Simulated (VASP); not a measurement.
# CuSi16 (a cell with a defect) in VASP: notebook

CuSi16 (a cell with a defect) is run at these levels: PBE; tasks: single point.

Program: VASP 6.6.1. These are calculated values, not measurements. Logs are shortened: lines on timing, memory, paths and dates and some standing lists are left out, and cuts for length are marked.

### 1 The cell of the first run

The cell holds a defect, 17 atoms: a = 7.679 Å, b = 7.679 Å, c = 7.679 Å, α = 60.00°, β = 60.00°, γ = 60.00°.

### 2 Single point, PBE

INCAR

```
PREC = Accurate ; ENCUT = 520
EDIFF = 1E-6 ; ISMEAR = 0
SIGMA = 0.05 ; LREAL = Auto
LASPH = T ; NELM = 60
ALGO = Normal ; ISIF = 2
LWAVE = F ; LCHARG = F
GGA = PE ; NBANDS = 52
NELECT = 74.0
```

KPOINTS

```
regular mesh
0
Gamma
  2 2 2
```

POSCAR

```
CuSi16
1.0
    0.0000000000      5.4300000000      5.4300000000
    5.4300000000      0.0000000000      5.4300000000
    5.4300000000      5.4300000000      0.0000000000
Si Cu
16 1
Direct
    0.0003349423      0.0082685359     -0.0089820881
    0.1326472026      0.1113322785      0.1280080284
   -0.0003551492      0.0086046127      0.5002498878
    0.1119057113      0.1640904779      0.6120297859
    0.0022990556      0.4860507596      0.0054848800
    0.1306370578      0.6207476086      0.1181083542
   -0.0113840613      0.5359075988      0.4866188954
    0.1292035815      0.6203661360      0.6298923588
    0.5045948182     -0.0149764811      0.0054843574
    0.6280034152      0.1109384494      0.1281135974
    0.4913948241      0.0084871252      0.5003455719
    0.6274064142      0.1114903116      0.6335933520
    0.5062903769      0.4856378668      0.0056923459
    0.6291514055      0.6113555349      0.1302568697
    0.5051493900      0.4862183021      0.5034161013
    0.6202664538      0.6203567371      0.6301048020
    0.2370793616      0.7922719460      0.7330535000
```

Potentials or basis: VASP PAW PBE potentials, release 64 (Si, Cu).

Launch:

```console
> cat potpaw_PBE.64/Si/POTCAR potpaw_PBE.64/Cu/POTCAR > POTCAR
> mpirun -np 1 vasp_std > vasp.out
```

OUTCAR:

```text
PREC = Accurate
   ENCUT = 520
   EDIFF = 1E-6
   ISMEAR = 0
   LREAL = Auto
   LASPH = T
   NELM = 60
   ISIF = 2
   GGA = PE
   NELECT = 74.0

 ion  position               nearest neighbor table
   1  0.000  0.008  0.991-  10 2.34   2 2.34   4 2.38   6 2.43  17 2.58
   2  0.133  0.111  0.128-   9 2.33   3 2.34   1 2.34   5 2.35
   3  1.000  0.009  0.500-  12 2.34   2 2.34   4 2.39   8 2.43  17 2.56
   4  0.112  0.164  0.612-   7 2.33  17 2.33   1 2.38  11 2.39   3 2.39
   5  0.002  0.486  0.005-  14 2.34   2 2.35   8 2.36   6 2.36  17 2.95
   6  0.131  0.621  0.118-   7 2.32   5 2.36  13 2.36   1 2.43  17 2.43
   7  0.989  0.536  0.487-   8 2.32  16 2.32   6 2.32   4 2.33
   8  0.129  0.620  0.630-   7 2.32   5 2.36  15 2.36  17 2.42   3 2.43
   9  0.505  0.985  0.005-  12 2.33   2 2.33  10 2.33  14 2.34
  10  0.628  0.111  0.128-   9 2.33  11 2.34   1 2.34  13 2.35
  11  0.491  0.008  0.500-  12 2.34  10 2.34   4 2.39  16 2.43  17 2.56
  12  0.627  0.111  0.634-   9 2.33   3 2.34  11 2.34  15 2.35
  13  0.506  0.486  0.006-  14 2.34  10 2.35  16 2.36   6 2.36  17 2.96
  14  0.629  0.611  0.130-  13 2.34   5 2.34  15 2.34   9 2.34
  15  0.505  0.486  0.503-  14 2.34  12 2.35   8 2.36  16 2.36  17 2.92
  16  0.620  0.620  0.630-   7 2.32  13 2.36  15 2.36  17 2.42  11 2.43
  17  0.237  0.792  0.733-   4 2.33   8 2.42  16 2.42   6 2.43   3 2.56  11 2.56   1 2.58  15 2.92
                             5 2.95  13 2.96

  LATTYP: Found a face centered cubic cell.
 ALAT       =    10.8600000000

  Lattice vectors:

 A1 = (   0.0000000000,   5.4300000000,   5.4300000000)
 A2 = (   5.4300000000,   0.0000000000,   5.4300000000)
 A3 = (   5.4300000000,   5.4300000000,   0.0000000000)

Analysis of symmetry for initial positions (statically):
=====================================================================
 Subroutine PRICEL returns:
 Original cell was already a primitive cell.

 Routine SETGRP: Setting up the symmetry group for a
 face centered cubic supercell.

 Subroutine GETGRP returns: Found  1 space group operations
 (whereof  1 operations were pure point group operations)
 out of a pool of 48 trial point group operations.

The static configuration has the point symmetry C_1 .

Analysis of symmetry for dynamics (positions and initial velocities):
=====================================================================
 Subroutine PRICEL returns:
 Original cell was already a primitive cell.

 Routine SETGRP: Setting up the symmetry group for a
 face centered cubic supercell.

 Subroutine GETGRP returns: Found  1 space group operations
 (whereof  1 operations were pure point group operations)
 out of a pool of 48 trial point group operations.

The dynamic configuration has the point symmetry C_1 .

 Subroutine INISYM returns: Found  1 space group operations
 (whereof  1 operations are pure point group operations),
 and found     1 'primitive' translations

----------------------------------------------------------------------------------------

                                     Primitive cell

  volume of cell :     320.2060

  direct lattice vectors                    reciprocal lattice vectors
     0.000000000  5.430000000  5.430000000    -0.092081031  0.092081031  0.092081031
     5.430000000  0.000000000  5.430000000     0.092081031 -0.092081031  0.092081031
     5.430000000  5.430000000  0.000000000     0.092081031  0.092081031 -0.092081031

  length of vectors
     7.679179644  7.679179644  7.679179644     0.159489025  0.159489025  0.159489025

  position of ions in fractional coordinates (direct lattice)
     0.000334942  0.008268536  0.991017912
     0.132647203  0.111332279  0.128008028
     0.999644851  0.008604613  0.500249888
     0.111905711  0.164090478  0.612029786
     0.002299056  0.486050760  0.005484880
     0.130637058  0.620747609  0.118108354
[... 9 lines left out ...]
     0.620266454  0.620356737  0.630104802
     0.237079362  0.792271946  0.733053500

  ion indices of the primitive-cell ions
   primitive index   ion index
                 1           1
                 2           2
                 3           3
                 4           4
                 5           5
                 6           6
[... 9 lines left out ...]
                16          16
                17          17

----------------------------------------------------------------------------------------

 KPOINTS: regular mesh

Automatic generation of k-mesh.
 Grid dimensions read from file:
 generate k-points for:    2    2    2

 Generating k-lattice:

  Cartesian coordinates                     Fractional coordinates (reciprocal lattice)
    -0.046040516  0.046040516  0.046040516     0.500000000  0.000000000  0.000000000
     0.046040516 -0.046040516  0.046040516     0.000000000  0.500000000  0.000000000
     0.046040516  0.046040516 -0.046040516     0.000000000  0.000000000  0.500000000

  Length of vectors
     0.079744512  0.079744512  0.079744512

  Shift w.r.t. Gamma in fractional coordinates (k-lattice)
     0.000000000  0.000000000  0.000000000

 Subroutine IBZKPT returns following result:
 ===========================================

 Found      8 irreducible k-points:

 Following reciprocal coordinates:
            Coordinates               Weight
  0.000000  0.000000  0.000000      1.000000
  0.500000  0.000000  0.000000      1.000000
  0.000000  0.500000  0.000000      1.000000
  0.000000  0.000000  0.500000      1.000000
  0.500000  0.500000  0.500000      1.000000
  0.500000  0.500000  0.000000      1.000000
  0.000000  0.500000  0.500000      1.000000
  0.500000  0.000000  0.500000      1.000000
   k-points           NKPTS =      8   k-points in BZ     NKDIM =      8   number of bands    NBANDS=     52
   number of dos      NEDOS =    301   number of ions     NIONS =     17
   total plane-waves  NPLWV = 216000
   dimension x,y,z NGX =    60 NGY =   60 NGZ =   60
   dimension x,y,z NGXF=   120 NGYF=  120 NGZF=  120
   ions per type =              16   1
   NGX,Y,Z   is equivalent  to a cutoff of  12.99, 12.99, 12.99 a.u.
   NGXF,Y,Z  is equivalent  to a cutoff of  25.98, 25.98, 25.98 a.u.
 SYSTEM =  unknown system
   PREC   = accura    normal or accurate (medium, high low for compatibility)
   ISTART =      0    job   : 0-new  1-cont  2-samecut
   ICHARG =      2    charge: 1-file 2-atom 10-const
   ISPIN  =      1    spin polarized calculation?
   LNONCOLLINEAR =      F non collinear calculations
   LSORBIT =      F    spin-orbit coupling
   LASPH  =      T    aspherical Exc in radial PAW
   ENCUT  =  520.0 eV  38.22 Ry    6.18 a.u.  14.28 14.28 14.28*2*pi/ulx,y,z
   NELM   =     60;   NELMIN=  2; NELMDL= -5     # of ELM steps
   EDIFF  = 0.1E-05   stopping-criterion for ELM
   LREAL  =      T    real-space projection
   EDIFFG = 0.1E-04   stopping-criterion for IOM
   NSW    =      0    number of steps for IOM
   IBRION =     -1    ionic relax: 0-MD 1-quasi-New 2-CG
   NFREE  =      0    steps in history (QN), initial steepest desc. (CG)
   ISIF   =      2    stress and relaxation
   ISYM   =      2    0-nonsym 1-usesym 2-fastsym
   POTIM  = 0.5000    time-step for ionic-motion
   TEBEG  =    0.0;   TEEND  =   0.0 temperature during run
   PSTRESS=    0.0 pullay stress
   NELECT =      74.0000    total number of electrons
   NUPDOWN=      -1.0000    fix difference up-down
   EMIN   =  10.00;   EMAX   =-10.00  energy-range for DOS
   EFERMI =   0.00;   METHOD = LEGACY
   ISMEAR =     0;   SIGMA  =   0.05  broadening in eV -4-tet -1-fermi 0-gaus
   EFERMI_NEDOS =   21; number of points for ismear=-14 and -15
   IALGO  =     38    algorithm
   IMIX   =      4    mixing-type and parameters
     AMIX     =   0.40;   BMIX     =  1.00
     AMIX_MAG =   1.60;   BMIX_MAG =  1.00
  volume/ion in A,a.u.               =      18.84       127.11
  Fermi-wavevector in a.u.,A,eV,Ry     =   1.004636  1.898488 13.732283  1.009294
  Thomas-Fermi vector in A             =   2.137265
   LORBIT       =      0    0 simple, 1 ext, 2 COOP (PROOUT), +10 PAW based schemes
   GGA     = PE    functional components
   LHFCALC =     F    Hartree Fock is set to
   AEXX    =    0.0000 exact exchange contribution
   IVDW    =     0    specifies the selected vdW correction
   LEPSILON=     F    determine dielectric tensor
   LRPA    =     F    only Hartree local field effects (RPA)
 non-spin polarized calculation
 Gauss-broadening in eV      SIGMA  =   0.05
  energy-cutoff  :      520.00
  volume of cell :      320.21
 maximum number of plane-waves:      8646
 NGX is ok and might be reduce to    60
   NGX = 29   NGY = 29   NGZ = 29

 number of electron      74.0000002 magnetization

 Free energy of the ion-electron system (eV)
  ---------------------------------------------------
  ext. energy  EPLUGINS =         0.00000000
  ---------------------------------------------------
  free energy    TOTEN  =       -94.22002821 eV

  energy without entropy =      -94.22002819  energy(sigma->0) =      -94.22002820

 E-fermi :   6.3783     XC(G=0):  -9.6083

 val. band max:        6.1975043501   @ k =   0.0000   0.0000   0.0000
 cond. band min:       6.5573438094   @ k =   0.0000   0.0000   0.0000
 fundamental gap:      0.3598394593
 Fermi energy:         6.3782508846

 k-point     1 :       0.0000    0.0000    0.0000
  band No.  band energies     occupation
      1      -5.8960      2.00000
      2      -3.5497      2.00000
      3      -3.5040      2.00000
      4      -3.4731      2.00000
      5      -3.4718      2.00000
      6      -2.0460      2.00000
[... 41 lines left out ...]
     48       8.4514      0.00000
     49       8.7565      0.00000

 k-point     2 :       0.5000    0.0000    0.0000
  band No.  band energies     occupation
      1      -5.2297      2.00000
      2      -4.9317      2.00000
      3      -3.3017      2.00000
      4      -3.2656      2.00000
      5      -3.1672      2.00000
      6      -3.0363      2.00000
[... 41 lines left out ...]
     48       9.7996      0.00000
     49       9.9372      0.00000

 k-point     3 :       0.0000    0.5000    0.0000
  band No.  band energies     occupation
      1      -5.1892      2.00000
      2      -4.9857      2.00000
      3      -3.3336      2.00000
      4      -3.1850      2.00000
      5      -3.1815      2.00000
      6      -3.0305      2.00000
[... 41 lines left out ...]
     48       9.7710      0.00000
     49       9.7812      0.00000

 k-point     4 :       0.0000    0.0000    0.5000
  band No.  band energies     occupation
      1      -5.2320      2.00000
      2      -4.9289      2.00000
      3      -3.3006      2.00000
      4      -3.2643      2.00000
      5      -3.1692      2.00000
      6      -3.0373      2.00000
[... 41 lines left out ...]
     48       9.8017      0.00000
     49       9.9314      0.00000

 k-point     5 :       0.5000    0.5000    0.5000
  band No.  band energies     occupation
      1      -5.2295      2.00000
      2      -4.9319      2.00000
      3      -3.3018      2.00000
      4      -3.2656      2.00000
      5      -3.1675      2.00000
      6      -3.0363      2.00000
[... 41 lines left out ...]
     48       9.7985      0.00000
     49       9.9369      0.00000

 k-point     6 :       0.5000    0.5000    0.0000
  band No.  band energies     occupation
      1      -4.9362      2.00000
      2      -4.7224      2.00000
      3      -3.8678      2.00000
      4      -3.7787      2.00000
      5      -3.7482      2.00000
      6      -3.7341      2.00000
[... 41 lines left out ...]
     48      10.5025      0.00000
     49      10.5066      0.00000

 k-point     7 :       0.0000    0.5000    0.5000
  band No.  band energies     occupation
      1      -4.9353      2.00000
      2      -4.7236      2.00000
      3      -3.8680      2.00000
      4      -3.7778      2.00000
      5      -3.7491      2.00000
      6      -3.7333      2.00000
[... 41 lines left out ...]
     48      10.4997      0.00000
     49      10.5099      0.00000

 k-point     8 :       0.5000    0.0000    0.5000
  band No.  band energies     occupation
      1      -4.9364      2.00000
      2      -4.7221      2.00000
      3      -3.8675      2.00000
      4      -3.7789      2.00000
      5      -3.7482      2.00000
      6      -3.7343      2.00000
[... 41 lines left out ...]
     48      10.5025      0.00000
     49      10.5067      0.00000
 [bands above 49 left out]

------------------------ aborting loop because EDIFF is reached ----------------------------------------

  FORCE on cell =-STRESS in cart. coord.  units (eV):
  Direction    XX          YY          ZZ          XY          YZ          ZX
  --------------------------------------------------------------------------------------
  -------------------------------------------------------------------------------------
  Total       -1.8620528     -1.7822396     -1.7920832     -0.1826293     -0.1227579      0.1959314
  in kB       -9.3169353     -8.9175834     -8.9668369     -0.9138009     -0.6142295      0.9803591
  external PRESSURE =      -9.0671185 kB  Pullay stress =       0.0000000 kB

 VOLUME and BASIS-vectors are now :
 -----------------------------------------------------------------------------
  energy-cutoff  :      520.00
  volume of cell :      320.21
      direct lattice vectors                 reciprocal lattice vectors
     0.000000000  5.430000000  5.430000000    -0.092081031  0.092081031  0.092081031
     5.430000000  0.000000000  5.430000000     0.092081031 -0.092081031  0.092081031
     5.430000000  5.430000000  0.000000000     0.092081031  0.092081031 -0.092081031

 POSITION                                       TOTAL-FORCE (eV/Angst)
 -----------------------------------------------------------------------------------
      5.42613      5.38305      0.04672         0.017351      0.016177     -0.015520
      1.29962      1.41536      1.32481         0.007503     -0.010613      0.018990
      2.76308      8.14443      5.47479        -0.018161     -0.018569     -0.016631
      4.21433      3.93097      1.49866         0.022207     -0.025692      0.024975
      2.66904      0.04227      2.65174         0.008143     -0.005436     -0.025616
      4.01199      1.35069      4.08002         0.002741      0.018867     -0.018466
[... 9 lines left out ...]
      6.79001      6.78952      6.73658        -0.020407      0.018770      0.005239
      8.28252      5.26782      5.58938         0.016111     -0.001558      0.004422
 -----------------------------------------------------------------------------------
    total drift:                               -0.000813     -0.002822      0.003443

  FREE ENERGIE OF THE ION-ELECTRON SYSTEM (eV)
  ---------------------------------------------------
  free  energy   TOTEN  =       -94.2200282094 eV

  energy  without entropy=      -94.2200281903  energy(sigma->0) =      -94.22002820
```

Run time: 3.5 min. Hardware: 1 thread of Intel Xeon 6975P-C (Granite Rapids), shared host; peak memory 0.49 GiB.

What came out:

* Free energy: -94.2200 eV
* Largest force: 0.042 eV/Å

Forces in eV/Å, atoms in the order of the input:
```
Si   0.017  0.016 -0.016
Si   0.008 -0.011  0.019
Si  -0.018 -0.019 -0.017
Si   0.022 -0.026  0.025
Si   0.008 -0.005 -0.026
Si   0.003  0.019 -0.018
Si  -0.014  0.011 -0.013
Si  -0.019 -0.007 -0.017
Si  -0.004  0.010 -0.007
Si   0.011 -0.020  0.014
Si  -0.017  0.016  0.018
Si   0.018 -0.007  0.006
Si   0.012  0.019  0.008
Si   0.005 -0.007  0.007
Si  -0.028 -0.007  0.006
Si  -0.020  0.019  0.005
Cu   0.016 -0.002  0.004
```

Levels at points of the mesh, in eV from the Fermi level:
| k point | band 33 | band 34 | band 35 | band 36 | band 37 | band 38 | band 39 | band 40 | band 41 | band 42 |
| --- | --- | --- | --- | --- | --- | --- | --- | --- | --- | --- |
| (0.00, 0.00, 0.00) | -0.89 | -0.88 | -0.64 | -0.19 | -0.18 | 0.18 | 0.61 | 0.61 | 0.64 | 0.66 |
| (0.50, 0.00, 0.00) | -2.00 | -0.89 | -0.84 | -0.76 | -0.67 | 0.59 | 1.09 | 1.28 | 1.33 | 1.50 |
| (0.00, 0.50, 0.00) | -2.00 | -0.91 | -0.91 | -0.72 | -0.72 | 0.42 | 1.26 | 1.33 | 1.33 | 1.45 |
| (0.00, 0.00, 0.50) | -2.00 | -0.88 | -0.84 | -0.76 | -0.66 | 0.59 | 1.09 | 1.29 | 1.34 | 1.51 |
| (0.50, 0.50, 0.50) | -2.00 | -0.89 | -0.83 | -0.76 | -0.68 | 0.59 | 1.09 | 1.28 | 1.33 | 1.51 |
| (0.50, 0.50, 0.00) | -1.82 | -1.51 | -1.43 | -1.40 | -0.95 | 0.68 | 1.06 | 2.03 | 2.08 | 2.14 |
| (0.00, 0.50, 0.50) | -1.82 | -1.51 | -1.44 | -1.40 | -0.96 | 0.68 | 1.06 | 2.03 | 2.07 | 2.15 |
| (0.50, 0.00, 0.50) | -1.82 | -1.51 | -1.43 | -1.40 | -0.95 | 0.68 | 1.06 | 2.03 | 2.08 | 2.14 |

Caveat: the k points lie up to 0.50 Å⁻¹ apart; the cell carries a net charge on a neutralising background, which shifts energy and pressure; the cell is charged against a uniform background, so pressure and absolute levels hang on convention.

(Continued in part 2 of 2.)
